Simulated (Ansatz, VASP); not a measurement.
**Sn8O17: VASP beside Ansatz**

```
Sn O
1.0
    -4.82719   -4.82719    0.00000
     4.82719   -4.82719    0.00000
     0.00000    4.82719    6.47630
Sn O
8 17
Cartesian
  2.3743 -2.2807 1.5863
  2.5202 -2.3557 4.8198
  -2.3799 -2.3532 1.5867
  -2.3786 -2.4271 4.8294
  0.1416 0.0058 -0.1380
  0.0881 -0.0489 3.3109
  0.0032 -4.7702 -0.0048
  0.0363 -4.7367 3.1772
  0.9167 -0.8214 1.5861
  1.0110 -0.8929 4.9211
  0.9708 -5.7042 1.5863
  -3.8395 -0.9159 4.7278
  3.4383 -4.1775 2.0524
  -0.8318 1.0109 4.8437
  -0.9044 -3.8312 1.5861
  -0.9183 -3.9032 4.8053
  1.4969 -3.2762 -0.0014
  1.3720 -3.1316 3.2428
  -3.1839 -3.3368 -0.0824
  -3.3269 -3.3386 3.1928
  -1.6001 -6.1072 -0.0709
  3.3705 -1.4047 3.1743
  -1.3943 -1.4081 -0.0200
  -1.3954 -1.5521 3.2560
  -0.5619 -8.1724 1.1209
```

Alike in both runs: functional PBE; k mesh 3 × 3 × 3; occupations gaussian, width 0.01 eV; no spin polarisation.

Ansatz relaxed the structure, and its values are those at the end. VASP's run is a single point on that final structure, the one shown.

|  | VASP | Ansatz |
| --- | --- | --- |
| version | VASP 6.6.1 | Ansatz 0.2.0 |
| potentials or method | VASP PAW PBE potentials, release 64 (Sn_d, O), cutoff 520 eV | scalar-relativistic, plane waves, PAW |
| valence electrons in the cell | 214 | 214 |

|  | VASP | Ansatz | Ansatz less VASP |
| --- | --- | --- | --- |
| gap on the k mesh at the Fermi level (eV) | 0.81 | 0.82 | +0.010 |
| least direct gap on the mesh (eV) | 0.96 | 0.97 | +0.011 |
| rms of the force components (eV/Å) | 0.033 | 0.003 | -0.0299 |

With one functional, cell and mesh, what is left measures potentials, basis and numerics.
